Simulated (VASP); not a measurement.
Crystal: Pd.

```
Pd
1.0
     0.00000    1.94650    1.94650
     1.94650    0.00000    1.94650
     1.94650    1.94650    0.00000
Pd
1
Cartesian
  0.0000 0.0000 0.0000
```

Base run:

```yaml
Program: VASP 6.6.1
Functional: r2SCAN
Potentials_or_basis: VASP PAW PBE potentials, release 64 (Pd_sv_GW)
Cutoff: 690 eV
k_mesh: 12 × 12 × 12
Occupations: fermi-dirac, width 0.05 eV
Spin: no spin polarisation
```

Its results: band gap on the k mesh zero (bands 9 and 10 overlap by 1.67 eV); pressure 2.2 GPa.

The run is repeated on the same cell with these changes: k mesh from 12 × 12 × 12 to 7 × 7 × 7. What comes out?

Band gap on the k mesh zero (bands 9 and 10 overlap by 1.53 eV); pressure 2.9 GPa.

Caveats: some runs use coarse meshes; the PAW data sets were made with another functional, which shifts forces and pressure a little.
